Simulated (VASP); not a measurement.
# PtS2: single point with LDA

PtS2:

```
Pt S
1.0
     3.72036    0.00000    0.00000
    -1.86018    3.22193    0.00000
     0.00000    0.00000    5.03880
Pt S
1 2
Cartesian
  0.0000 0.0000 0.0000
  0.0000 2.1480 1.2597
  1.8602 1.0740 3.7791
```

This cell differs from its parent crystal: strain +0.050 along x and y, +0.000 along z.

```
Program             : VASP 6.6.1
Task                : single point
Functional          : LDA
Potentials or basis : VASP PAW LDA potentials, release 64 (Pt, S)
Cutoff              : 520 eV
k mesh              : 12 × 12 × 8
Occupations         : gaussian, width 0.05 eV
Spin                : no spin polarisation
```

```json
{
 "Pressure": "-16.6 GPa",
 "Largest force": "1.451 eV/Å",
 "Band gap on the k mesh": "0.16 eV, indirect (least direct gap 0.51 eV)"
}
```

Forces on the atoms (eV/Å):
```
Pt   0.000  0.000  0.000
S    0.000  0.000 -1.451
S    0.000  0.000  1.451
```

Stress tensor (GPa, compression positive):
```
-18.44   0.00   0.00
  0.00 -18.44   0.00
  0.00   0.00 -13.00
```

Levels at points of the mesh, in eV from the valence-band top:
```
           k point  band 7  band 8  band 9  band 10  band 11  band 12  band 13  band 14  band 15  band 16
(0.00, 0.00, 0.00)   -3.44   -2.03   -1.23    -1.23     0.00     1.31     1.31     4.04     4.19     7.62
(0.50, 0.00, 0.00)   -3.19   -3.18   -2.92    -2.88    -2.52     0.80     1.93     4.80     6.17     7.60
(0.00, 0.00, 0.50)   -3.47   -2.64   -1.56    -1.56    -1.44     1.93     1.93     5.24     5.84     7.17
(0.50, 0.00, 0.50)   -2.99   -2.93   -2.66    -2.62    -1.33     0.99     1.33     4.52     5.15     7.66
```

It took 97 s on 1 thread of Intel(R) Xeon(R) Platinum 8259CL CPU @ 2.50GHz (Skylake/Cascade Lake), with other jobs on the host, peak memory 0.25 GiB.

Caveat: the cell differs from its parent crystal (strain +0.050 along x and y, +0.000 along z); spin-orbit coupling is left out, which moves the levels of the heavy elements; forces of over 1 eV/Å act on the atoms, so gaps and moduli don't describe the material at rest. A k mesh can miss the band edges.
